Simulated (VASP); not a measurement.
# Sr2CuSb3 (P-4m2) in VASP: single point with PBE

Aim: the single point of Sr2CuSb3 with PBE.

All numbers are computed with VASP 6.6.1; they aren't measurements. Logs are shortened: lines on timing, memory, paths and dates and some standing lists are left out, and cuts for length are marked.

## 1. The cell of the first run

The structure is tetragonal, space group P-4m2 (No. 115). The conventional cell has a = 4.157 Å, b = 4.157 Å, c = 9.111 Å, α = 90.00°, β = 90.00°, γ = 90.00°. Sb (site symmetry -4m2) has 4 Cu at 2.94 Å and 4 Sr at 3.19 Å and 8 Sb at 4.05 to 4.16 Å within 4.2 Å. Sb (site symmetry 2mm) has 5 Sr at 3.12 to 3.21 Å and 10 Sb at 3.64 to 4.16 Å and 2 Cu at 4.05 Å within 4.2 Å. Within 4.2 Å of Cu (site symmetry -4m2) lie 8 Sb at 2.94 to 4.05 Å and 4 Sr at 3.19 Å and 4 Cu at 4.16 Å. Sr (site symmetry 2mm) has 7 Sb at 3.12 to 3.21 Å and 2 Cu at 3.19 Å and 4 Sr at 4.16 Å within 4.2 Å.

## 2. Single point, PBE

The input, POSCAR:

```
Sr2CuSb3
1.0
    4.1573560000      0.0000000000      0.0000000000
    0.0000000000      4.1573560000      0.0000000000
    0.0000000000      0.0000000000      9.1113900000
Sb Cu Sr
3 1 2
Direct
    0.5000000000      0.5000000000      0.0000000000
    0.0000000000      0.5000000000      0.3820000000
    0.5000000000      0.0000000000      0.6180000000
    0.0000000000      0.0000000000      0.0000000000
    0.0000000000      0.5000000000      0.7340000000
    0.5000000000      0.0000000000      0.2660000000
```

The input, INCAR.step1:

```
PREC = Accurate
ENCUT = 520
EDIFF = 1E-6
ISMEAR = -1
SIGMA = 0.0736
LREAL = F
LASPH = T
NELM = 100
ALGO = Normal
ISIF = 2
LWAVE = F
LCHARG = T
LMAXMIX = 4
GGA = PE
NBANDS = 32
```

The input, KPOINTS.step1:

```
Automatic mesh
0
Gamma
  8 8 4
```

The input, INCAR.step2:

```
PREC = Accurate
ENCUT = 520
EDIFF = 1E-6
ISMEAR = -5
SIGMA = 0.0736
LREAL = F
LASPH = T
NELM = 100
ALGO = Normal
ISIF = 2
LWAVE = F
LCHARG = F
LMAXMIX = 4
GGA = PE
LORBIT = 11
NBANDS = 32
NEDOS = 2001
ICHARG = 11
```

The input, KPOINTS.step2:

```
Automatic mesh
0
Gamma
  12 12 6
```

Potentials or basis: VASP PAW PBE potentials, release 64 (Sb, Cu, Sr_sv).

The run is started by

```
$ cat potpaw_PBE.64/Sb/POTCAR potpaw_PBE.64/Cu/POTCAR potpaw_PBE.64/Sr_sv/POTCAR > POTCAR
$ cp INCAR.step1 INCAR
$ cp KPOINTS.step1 KPOINTS
$ mpirun -np 1 vasp_std > vasp.out
$ cp INCAR.step2 INCAR
$ cp KPOINTS.step2 KPOINTS
$ mpirun -np 1 vasp_std > vasp.out
```

OUTCAR:

```text
PREC = Accurate
   ENCUT = 520
   EDIFF = 1E-6
   ISMEAR = -5
   LREAL = F
   LASPH = T
   NELM = 100
   ISIF = 2
   GGA = PE
   LORBIT = 11
   ICHARG = 11

 ion  position               nearest neighbor table
   1  0.500  0.500  0.000-   4 2.94   4 2.94   4 2.94   4 2.94   6 3.19   6 3.19   5 3.19   5 3.19

   2  0.000  0.500  0.382-   6 3.12   6 3.12   6 3.12   6 3.12   5 3.21   3 3.64   3 3.64   3 3.64
                             3 3.64
   3  0.500  0.000  0.618-   5 3.12   5 3.12   5 3.12   5 3.12   6 3.21   2 3.64   2 3.64   2 3.64
                             2 3.64
   4  0.000  0.000  0.000-   1 2.94   1 2.94   1 2.94   1 2.94   5 3.19   6 3.19   6 3.19   5 3.19

   5  0.000  0.500  0.734-   3 3.12   3 3.12   3 3.12   3 3.12   4 3.19   1 3.19   4 3.19   1 3.19
                             2 3.21
   6  0.500  0.000  0.266-   2 3.12   2 3.12   2 3.12   2 3.12   1 3.19   4 3.19   4 3.19   1 3.19
                             3 3.21

  LATTYP: Found a simple tetragonal cell.
 ALAT       =     4.1573560000
 C/A-ratio  =     2.1916309308

  Lattice vectors:

 A1 = (   4.1573560000,   0.0000000000,   0.0000000000)
 A2 = (   0.0000000000,   4.1573560000,   0.0000000000)
 A3 = (   0.0000000000,   0.0000000000,   9.1113900000)

Analysis of symmetry for initial positions (statically):
=====================================================================
 Subroutine PRICEL returns:
 Original cell was already a primitive cell.

 Routine SETGRP: Setting up the symmetry group for a
 simple tetragonal supercell.

 Subroutine GETGRP returns: Found  8 space group operations
 (whereof  8 operations were pure point group operations)
 out of a pool of 16 trial point group operations.

The static configuration has the point symmetry D_2d.

Analysis of symmetry for dynamics (positions and initial velocities):
=====================================================================
 Subroutine PRICEL returns:
 Original cell was already a primitive cell.

 Routine SETGRP: Setting up the symmetry group for a
 simple tetragonal supercell.

 Subroutine GETGRP returns: Found  8 space group operations
 (whereof  8 operations were pure point group operations)
 out of a pool of 16 trial point group operations.

The dynamic configuration has the point symmetry D_2d.

 Subroutine INISYM returns: Found  8 space group operations
 (whereof  8 operations are pure point group operations),
 and found     1 'primitive' translations

----------------------------------------------------------------------------------------

                                     Primitive cell

[... 116 lines left out ...]
   EFERMI_NEDOS =   21; number of points for ismear=-14 and -15
   IALGO  =     38    algorithm
   IMIX   =      4    mixing-type and parameters
     AMIX     =   0.40;   BMIX     =  1.00
     AMIX_MAG =   1.60;   BMIX_MAG =  1.00
  volume/ion in A,a.u.               =      26.25       177.12
  Fermi-wavevector in a.u.,A,eV,Ry     =   1.086228  2.052674 16.053402  1.179892
  Thomas-Fermi vector in A             =   2.222360
   LORBIT       =     11    0 simple, 1 ext, 2 COOP (PROOUT), +10 PAW based schemes
   GGA     = PE    functional components
   LHFCALC =     F    Hartree Fock is set to
   AEXX    =    0.0000 exact exchange contribution
   IVDW    =     0    specifies the selected vdW correction
   LEPSILON=     F    determine dielectric tensor
   LRPA    =     F    only Hartree local field effects (RPA)
 non-spin polarized calculation
 Fermi weights with tetrahedron method with Bloechl corrections
  energy-cutoff  :      520.00
  volume of cell :      157.48
 maximum number of plane-waves:      4268
 NGX is ok and might be reduce to    32

 number of electron      46.0000001 magnetization

 Free energy of the ion-electron system (eV)
  ---------------------------------------------------
  ext. energy  EPLUGINS =         0.00000000
  ---------------------------------------------------
  free energy    TOTEN  =       -19.78720365 eV

  energy without entropy =      -19.78720365  energy(sigma->0) =      -19.78720365

 E-fermi :   5.4748     XC(G=0):  -9.9166

 val. band max:        5.5159349140   @ k =   0.3333   0.0000   0.3333
 cond. band min:       5.2343995469   @ k =   0.0000   0.0000   0.5000
 fundamental gap:     -0.2815353670
 Fermi energy:         5.4748155787

 k-point     1 :       0.0000    0.0000    0.0000
  band No.  band energies     occupation
      1     -28.8954      2.00000
      2     -28.8932      2.00000
      3     -11.2317      2.00000
      4     -11.1037      2.00000
      5     -11.0064      2.00000
      6     -11.0064      2.00000
[... 829 lines left out ...]
     31      11.5831      0.00000
     32      11.7479      0.00000

 [... further k-points ...]

------------------------ aborting loop because EDIFF is reached ----------------------------------------

  FORCE on cell =-STRESS in cart. coord.  units (eV):
  Direction    XX          YY          ZZ          XY          YZ          ZX
  --------------------------------------------------------------------------------------
  -------------------------------------------------------------------------------------
  Total        8.1239216      8.1239216      8.6057362      0.0000000      0.0000000      0.0000000
  in kB       82.6527365     82.6527365     87.5547165      0.0000000      0.0000000      0.0000000
  external PRESSURE =      84.2867298 kB  Pullay stress =       0.0000000 kB

 VOLUME and BASIS-vectors are now :
 -----------------------------------------------------------------------------
  energy-cutoff  :      520.00
  volume of cell :      157.48
      direct lattice vectors                 reciprocal lattice vectors
     4.157356000  0.000000000  0.000000000     0.240537495  0.000000000  0.000000000
     0.000000000  4.157356000  0.000000000     0.000000000  0.240537495  0.000000000
     0.000000000  0.000000000  9.111390000     0.000000000  0.000000000  0.109752738

 POSITION                                       TOTAL-FORCE (eV/Angst)
 -----------------------------------------------------------------------------------
      2.07868      2.07868      0.00000         0.000000      0.000000      0.000000
      0.00000      2.07868      3.48055         0.000000      0.000000      0.682096
      2.07868      0.00000      5.63084         0.000000      0.000000     -0.682096
      0.00000      0.00000      0.00000         0.000000      0.000000      0.000000
      0.00000      2.07868      6.68776         0.000000      0.000000      0.224670
      2.07868      0.00000      2.42363        -0.000000     -0.000000     -0.224670
 -----------------------------------------------------------------------------------
    total drift:                               -0.000000     -0.000000      0.000000

  FREE ENERGIE OF THE ION-ELECTRON SYSTEM (eV)
  ---------------------------------------------------
  free  energy   TOTEN  =       -19.7872036478 eV

  energy  without entropy=      -19.7872036478  energy(sigma->0) =      -19.78720365

 total charge

# of ion       s       p       d       tot
------------------------------------------
    1        1.166   1.251   0.024   2.441
    2        1.185   1.266   0.016   2.467
    3        1.185   1.266   0.016   2.467
    4        0.448   0.175   9.218   9.840
    5        2.033   5.799   0.328   8.161
    6        2.033   5.799   0.328   8.161
--------------------------------------------------
tot          8.051  15.557   9.930  33.537
```

It took 6.6 min on 1 thread of Intel Xeon 6975P-C (Granite Rapids), shared host; peak memory 0.65 GiB.

Results:

```yaml
Valence_electrons_inside_the_program's_atomic_spheres: Sb 2.44, 2.47 (each value once); Cu 9.84; Sr 8.16
```

Caveat: spin-orbit coupling is left out, which moves the levels of the heavy elements.
